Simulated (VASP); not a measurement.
Wanted: the native input for a VASP 6.6.1 run.

```
Task                   : single point
Functional             : PBEsol
Dispersion             : D3(BJ)
Potentials or basis    : VASP PAW PBE potentials, release 64 (Ga_d, Sb)
Cutoff                 : 520 eV
k mesh                 : 10 × 10 × 10
Occupations            : gaussian, width 0.15 eV
Spin                   : no spin polarisation
Dipole correction      : no
Further INCAR settings : ALGO = Normal; EDIFF = 1e-06; NBANDS = 22
```

The structure of GaSb3 lies in POSCAR:

```
GaSb3
1.0
    0.0000000000      3.4423420432      3.5857729617
    3.4423420432      0.0000000000      3.5857729617
    3.4423420432      3.4423420432      0.0000000000
Ga Sb
1 3
Direct
    0.0000000000      0.0000000000      0.0000000000
    0.2671511138      0.2328488862      0.2328488862
    0.7328488862      0.7671511138      0.7671511138
    0.5000000000      0.5000000000      0.5000000000
```

The input as run:

INCAR

```
SYSTEM = GaSb3
  PREC = Accurate
  ENCUT = 520
  EDIFF = 1E-6
  ISMEAR = 0
  SIGMA = 0.15
  LREAL = .False.
  LASPH = .True.
  NELM = 100
  ALGO = Normal
  ISIF = 2
  LWAVE = .False.
  LCHARG = .True.
  GGA = PS
  IVDW = 12
  LELF = .True.
  LVHAR = .True.
  NBANDS = 22
```

KPOINTS

```
Automatic mesh
0
Gamma
  10 10 10
  0 0 0
```

Potentials or basis: VASP PAW PBE potentials, release 64 (Ga_d, Sb).

Run with:

```bash
$ cat potpaw_PBE.64/Ga_d/POTCAR potpaw_PBE.64/Sb/POTCAR > POTCAR
$ mpirun -np 1 vasp_std > vasp.out
```

Results of the run:

The pressure is 8.4 GPa. The largest force is 0.839 eV/Å. The band gap on the k mesh is zero (band 14 reaches 12.03 eV, above the bottom of band 15 at 7.63 eV) and the dispersion energy per atom is -0.537 eV.

Caveat: the PAW data sets were made with another functional, which shifts forces and pressure a little; spin-orbit coupling is left out, which moves the levels of the heavy elements; pairwise dispersion overbinds metals, which lowers pressure and volume.

Wall time 16 min on 1 thread of AMD EPYC 7R13 (shared host), peak memory 0.57 GiB.
